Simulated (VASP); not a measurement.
# TiC (dx) (Fm-3m) in VASP: vibrations by perturbation theory with LDA

Aim: the vibrations by perturbation theory of TiC (dx) with LDA.

Everything below comes from runs of VASP 6.6.1. Logs are shortened: lines on timing, memory, paths and dates and some standing lists are left out, and cuts for length are marked.

## Step 1: The cell of the first run

It takes space group Fm-3m (No. 225, cubic). Conventional cell: a = 4.331 Å, b = 4.331 Å, c = 4.331 Å, α = 90.00°, β = 90.00°, γ = 90.00°. Ti (site symmetry m-3m) has 6 C at 2.17 Å within 2.9 Å. C (site symmetry m-3m) has 6 Ti at 2.17 Å within 2.9 Å.

## Step 2: Vibrations by perturbation theory, LDA

INCAR reads:

```
PREC = Accurate
ENCUT = 520
EDIFF = 1E-8
ISMEAR = -1
SIGMA = 0.15
LREAL = False
LASPH = True
NELM = 100
ALGO = Normal
ISIF = 2
LWAVE = False
LCHARG = False
NBANDS = 15
IBRION = 8
NSW = 1
```

KPOINTS reads:

```
regular mesh
0
Gamma
  16 16 16
```

POSCAR reads:

```
TiC
1.0
    0.0000000000      2.1657188400      2.1657188400
    2.1657188400      0.0000000000      2.1657188400
    2.1657188400      2.1657188400      0.0000000000
Ti C
1 1
Direct
    0.0000000000      0.0000000000      0.0000000000
    0.5000000000      0.5000000000      0.5000000000
```

Potentials or basis: VASP PAW LDA potentials, release 64 (Ti_sv, C).

Launch:

```sh
$ cat potpaw_LDA.64/Ti_sv/POTCAR potpaw_LDA.64/C/POTCAR > POTCAR
$ mpirun -np 1 vasp_std > vasp.out
```

OUTCAR:

```text
PREC = Accurate
   ENCUT = 520
   EDIFF = 1E-8
   ISMEAR = -1
   LREAL = False
   LASPH = True
   NELM = 100
   ISIF = 2
   IBRION = 8
   NSW = 1

 ion  position               nearest neighbor table
   1  0.000  0.000  0.000-   2 2.17   2 2.17   2 2.17   2 2.17   2 2.17   2 2.17
   2  0.500  0.500  0.500-   1 2.17   1 2.17   1 2.17   1 2.17   1 2.17   1 2.17

  LATTYP: Found a face centered cubic cell.
 ALAT       =     4.3314376800

  Lattice vectors:

 A1 = (   0.0000000000,   2.1657188400,   2.1657188400)
 A2 = (   2.1657188400,   0.0000000000,   2.1657188400)
 A3 = (   2.1657188400,   2.1657188400,   0.0000000000)

Analysis of symmetry for initial positions (statically):
=====================================================================
 Subroutine PRICEL returns:
 Original cell was already a primitive cell.

 Routine SETGRP: Setting up the symmetry group for a
 face centered cubic supercell.

 Subroutine GETGRP returns: Found 48 space group operations
 (whereof 48 operations were pure point group operations)
 out of a pool of 48 trial point group operations.

The static configuration has the point symmetry O_h .

Analysis of symmetry for dynamics (positions and initial velocities):
=====================================================================
 Subroutine PRICEL returns:
 Original cell was already a primitive cell.

 Routine SETGRP: Setting up the symmetry group for a
 face centered cubic supercell.

 Subroutine GETGRP returns: Found 48 space group operations
 (whereof 48 operations were pure point group operations)
 out of a pool of 48 trial point group operations.

The dynamic configuration has the point symmetry O_h .

 Subroutine INISYM returns: Found 48 space group operations
 (whereof 48 operations are pure point group operations),
 and found     1 'primitive' translations

----------------------------------------------------------------------------------------

                                     Primitive cell

  volume of cell :      20.3159

  direct lattice vectors                    reciprocal lattice vectors
     0.000000000  2.165718840  2.165718840    -0.230870227  0.230870227  0.230870227
     2.165718840  0.000000000  2.165718840     0.230870227 -0.230870227  0.230870227
     2.165718840  2.165718840  0.000000000     0.230870227  0.230870227 -0.230870227

  length of vectors
     3.062788956  3.062788956  3.062788956     0.399878963  0.399878963  0.399878963

  position of ions in fractional coordinates (direct lattice)
     0.000000000  0.000000000  0.000000000
     0.500000000  0.500000000  0.500000000

  ion indices of the primitive-cell ions
   primitive index   ion index
                 1           1
                 2           2

----------------------------------------------------------------------------------------

 KPOINTS: regular mesh

Automatic generation of k-mesh.
 Grid dimensions read from file:
 generate k-points for:   16   16   16

 Generating k-lattice:

  Cartesian coordinates                     Fractional coordinates (reciprocal lattice)
    -0.014429389  0.014429389  0.014429389     0.062500000  0.000000000  0.000000000
     0.014429389 -0.014429389  0.014429389     0.000000000  0.062500000  0.000000000
     0.014429389  0.014429389 -0.014429389     0.000000000  0.000000000  0.062500000

  Length of vectors
     0.024992435  0.024992435  0.024992435

  Shift w.r.t. Gamma in fractional coordinates (k-lattice)
[... 77 lines left out ...]
   GGA     = CA    functional components
   LHFCALC =     F    Hartree Fock is set to
   AEXX    =    0.0000 exact exchange contribution
   IVDW    =     0    specifies the selected vdW correction
   LEPSILON=     F    determine dielectric tensor
   LRPA    =     F    only Hartree local field effects (RPA)
 non-spin polarized calculation
  energy-cutoff  :      520.00
  volume of cell :       20.32
 maximum number of plane-waves:       568
   NGX = 11   NGY = 11   NGZ = 11

--------------------------------------- Ionic step        1  -------------------------------------------

 number of electron      16.0000000 magnetization

 Free energy of the ion-electron system (eV)
  ---------------------------------------------------
  ext. energy  EPLUGINS =         0.00000000
  ---------------------------------------------------
  free energy    TOTEN  =       -20.51544771 eV

  energy without entropy =      -20.48974433  energy(sigma->0) =      -20.50259602

 E-fermi :   9.2143     XC(G=0): -12.9767

 val. band max:        9.2129601539   @ k =   0.1250   0.0625   0.0000
 cond. band min:       9.2224683824   @ k =   0.5000   0.5000   0.0000
 fundamental gap:      0.0095082286
 Fermi energy:         9.2143345165

 k-point     1 :       0.0000    0.0000    0.0000
  band No.  band energies     occupation
      1     -46.6424      2.00000
      2     -23.0491      2.00000
      3     -23.0491      2.00000
      4     -23.0491      2.00000
      5      -2.9796      2.00000
      6       9.8638      0.02601
      7       9.8638      0.02601
      8       9.8638      0.02600
      9      10.9179      0.00002
     10      10.9179      0.00002
     11      10.9179      0.00002
     12      10.9458      0.00002
     13      10.9458      0.00002
     14      19.8333      0.00000
[... 401 lines left out ...]
      2     -23.0976      2.00000
      3     -23.0626      2.00000
      4     -23.0503      2.00000
      5      -2.7445      2.00000
      6       9.0010      1.61130
      7       9.1672      1.15598
      8       9.2037      1.03527
      9       9.9748      0.01249
     10      10.5828      0.00022
     11      11.4877      0.00000
     12      12.0612      0.00000
     13      12.9233      0.00000
     14      20.2192      0.00000
     15      23.3618      0.00000

 [... further k-points ...]
[... 5 lines left out ...]
  --------------------------------------------------------------------------------------
  -------------------------------------------------------------------------------------
  Total       -1.5012261     -1.5012261     -1.5012261      0.0000000      0.0000000      0.0000000
  in kB     -118.3914848   -118.3914848   -118.3914848      0.0000000      0.0000000      0.0000000
  external PRESSURE =    -118.3914848 kB  Pullay stress =       0.0000000 kB

 VOLUME and BASIS-vectors are now :
 -----------------------------------------------------------------------------
  energy-cutoff  :      520.00
  volume of cell :       20.32
      direct lattice vectors                 reciprocal lattice vectors
     0.000000000  2.165718840  2.165718840    -0.230870227  0.230870227  0.230870227
     2.165718840  0.000000000  2.165718840     0.230870227 -0.230870227  0.230870227
     2.165718840  2.165718840  0.000000000     0.230870227  0.230870227 -0.230870227

 POSITION                                       TOTAL-FORCE (eV/Angst)
 -----------------------------------------------------------------------------------
      0.00000      0.00000      0.00000        -0.000000      0.000000     -0.000000
      2.16572      2.16572      2.16572         0.000000     -0.000000      0.000000
 -----------------------------------------------------------------------------------
    total drift:                                0.000000     -0.000000     -0.000000

  FREE ENERGIE OF THE ION-ELECTRON SYSTEM (eV)
  ---------------------------------------------------
  free  energy   TOTEN  =       -20.5154477150 eV

  energy  without entropy=      -20.4897443315  energy(sigma->0) =      -20.50259602

[... ionic steps 2 to 3 ...]

--------------------------------------- Ionic step        4  -------------------------------------------

------------------------ aborting loop because EDIFF is reached ----------------------------------------

[... ionic steps 5 to 6 ...]

--------------------------------------- Ionic step        7  -------------------------------------------

 Free energy of the ion-electron system (eV)
  ---------------------------------------------------
  ---------------------------------------------------
  free energy    TOTEN  =        -0.11709316 eV

  energy without entropy =       -0.11709316

------------------------ aborting loop because EDIFF is reached ----------------------------------------

 INTERNAL STRAIN TENSOR  FOR ION    2  DIRECTION 1   (eV/Angst):
 -----------------------------------------------------------------------------
    -0.01107  0.00000 -0.00000
     0.00000  0.00447  0.00000
    -0.00000  0.00000  0.00447

 INTERNAL STRAIN TENSOR FOR ION    2 for displacements in x,y,z  (eV/Angst):
          X           Y           Z          XY          YZ          ZX
  --------------------------------------------------------------------------------
  x     0.00000     0.00000     0.00000     0.00000     0.00000     0.00000
  y     0.00000     0.00000     0.00000     0.00000     0.00000     0.00000
  z     0.00000     0.00000     0.00000     0.00000     0.00000     0.00000

 SECOND DERIVATIVES (NOT SYMMETRIZED)
 ------------------------------------
               1X          1Y          1Z          2X          2Y          2Z
  1X    -9.059549    0.000000    0.000000    9.059549    0.000000    0.000000
  1Y     0.000000   -9.059549    0.000000    0.000000    9.059549    0.000000
  1Z     0.000000    0.000000   -9.059549    0.000000    0.000000    9.059549
  2X     9.047820    0.000000    0.000000   -9.047820    0.000000    0.000000
  2Y     0.000000    9.047820    0.000000    0.000000   -9.047820    0.000000
  2Z     0.000000    0.000000    9.047820    0.000000    0.000000   -9.047820

 Eigenvectors and eigenvalues of the dynamical matrix
 ----------------------------------------------------

   1 f  =   15.177257 THz    95.361520 2PiTHz  506.258807 cm-1    62.768064 meV
             X         Y         Z           dx          dy          dz
      0.000000  0.000000  0.000000     0.000000    0.448057    0.000000
      2.165719  2.165719  2.165719     0.000000   -0.894005    0.000000
[... 21 lines left out ...]
   6 f/i=    0.003938 THz     0.024742 2PiTHz    0.131350 cm-1     0.016285 meV
             X         Y         Z           dx          dy          dz
      0.000000  0.000000  0.000000     0.000000    0.000000    0.894005
      2.165719  2.165719  2.165719     0.000000    0.000000    0.448057

--------------------------------------------------------------------------------------------------------

 ELASTIC MODULI CONTR FROM IONIC RELAXATION (kBar)
 Direction    XX          YY          ZZ          XY          YZ          ZX
 --------------------------------------------------------------------------------
 XX           0.0000      0.0000      0.0000      0.0000      0.0000      0.0000
 YY           0.0000      0.0000      0.0000      0.0000      0.0000      0.0000
 ZZ           0.0000      0.0000      0.0000      0.0000      0.0000      0.0000
 XY           0.0000      0.0000      0.0000      0.0000      0.0000      0.0000
 YZ           0.0000      0.0000      0.0000      0.0000      0.0000      0.0000
 ZX           0.0000      0.0000      0.0000      0.0000      0.0000      0.0000
 --------------------------------------------------------------------------------
```

Wall time 2.4 min (1 thread of Intel Xeon 6975P-C (Granite Rapids), shared host); peak memory 0.36 GiB.

What came out:

* Highest phonon frequency at Γ, LO-TO splitting left out: 506 cm⁻¹

Phonon frequencies in cm⁻¹ (negative: imaginary):
```csv
q point,frequencies
"(0.000, 0.000, 0.000)",0 0 0 506 506 506
```

Caveat: the cell wasn't relaxed at this level first, which shifts response properties.
